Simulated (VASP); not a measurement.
**ZnSe: single point with r2SCAN**

The system is ZnSe.

```xyz
2
Lattice="0.0000 2.8700 2.8700 2.8700 0.0000 2.8700 2.8700 2.8700 0.0000" Properties=species:S:1:pos:R:3 pbc="T T T"
Zn    0.0000    0.0000    0.0000
Se    4.3050    4.3050    4.3050
```

This cell differs from its parent crystal: volume scaled by 1.04.

```json
{
 "Program": "VASP 6.6.1",
 "Task": "single point",
 "Functional": "r2SCAN",
 "Potentials or basis": "VASP PAW PBE potentials, release 64 (Zn, Se)",
 "Cutoff": "520 eV",
 "k mesh": "8 × 8 × 8",
 "Occupations": "gaussian, width 0.05 eV",
 "Spin": "no spin polarisation"
}
```

```
Pressure               : -2.3 GPa
Band gap on the k mesh : 1.70 eV, direct
```

Levels at points of the mesh, in eV from the valence-band top:
```
           k point  band 7  band 8  band 9  band 10  band 11  band 12
(0.00, 0.00, 0.00)    0.00    0.00    0.00     1.70     6.33     6.33
(0.50, 0.00, 0.00)   -5.05   -0.83   -0.83     2.98     6.87     6.87
(0.50, 0.50, 0.00)   -4.62   -2.09   -2.09     3.42     3.87    11.21
```

It took 84 s on 1 thread of Intel(R) Xeon(R) Platinum 8488C (Sapphire Rapids), with other jobs on the host, peak memory 0.18 GiB.

Caveat: the PAW data sets were made with another functional, which shifts forces and pressure a little.
